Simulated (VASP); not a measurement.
Wanted: the native input for a VASP 6.6.1 run.

```
Task                   : single point
Functional             : PBE
Potentials or basis    : VASP PAW PBE potentials, release 64 (Si, W_sv)
Cutoff                 : 520 eV
k mesh                 : 18 × 18 × 18
Occupations            : gaussian, width 0.1 eV
Spin                   : no spin polarisation
Dipole correction      : no
Further INCAR settings : ALGO = Normal; EDIFF = 1e-06; NBANDS = 18
```

The structure of Si2W lies in POSCAR:

```
Si2W
1.0
   -1.5862015008      1.5862015008      3.8790327672
    1.5862015008     -1.5862015008      3.8790327672
    1.5862015008      1.5862015008     -3.8790327672
Si W
2 1
Direct
    0.3338196028      0.3338196028      0.0000000000
    0.6661803972      0.6661803972      0.0000000000
    0.0000000000      0.0000000000      0.0000000000
```

The input as run:

INCAR

```
SYSTEM = Si2W
ALGO     = Normal         ! electronic algorithm
EDIFF    = 1E-6           ! SCF threshold, eV
ENCUT    = 520            ! plane-wave cutoff, eV
GGA      = PE             ! functional
ISIF     = 2              ! what is computed and relaxed
ISMEAR   = 0              ! smearing method
LASPH    = .TRUE.         ! aspherical terms in the spheres
LCHARG   = .FALSE.        ! write CHGCAR
LREAL    = .FALSE.        ! projectors in reciprocal space
LWAVE    = .FALSE.        ! write WAVECAR
NBANDS   = 18             ! bands
NELM     = 100            ! most SCF steps
PREC     = Accurate       ! precision mode
SIGMA    = 0.1            ! smearing width, eV
```

KPOINTS

```
k-points
0
G
  18 18 18
  0 0 0
```

Potentials or basis: VASP PAW PBE potentials, release 64 (Si, W_sv).

Run with:

```sh
$ cat potpaw_PBE.64/Si/POTCAR potpaw_PBE.64/W_sv/POTCAR > POTCAR
$ mpirun -np 1 vasp_std > vasp.out
```

Results of the run:

The pressure is 12.1 GPa. The largest force is 0.009 eV/Å and the band gap on the k mesh is zero (band 11 reaches 13.30 eV, above the bottom of band 12 at 11.92 eV).

Caveat: spin-orbit coupling is left out, which moves the levels of the heavy elements.

It took 5.7 min on 1 thread of AMD EPYC 7R13 (shared host), peak memory 0.46 GiB.
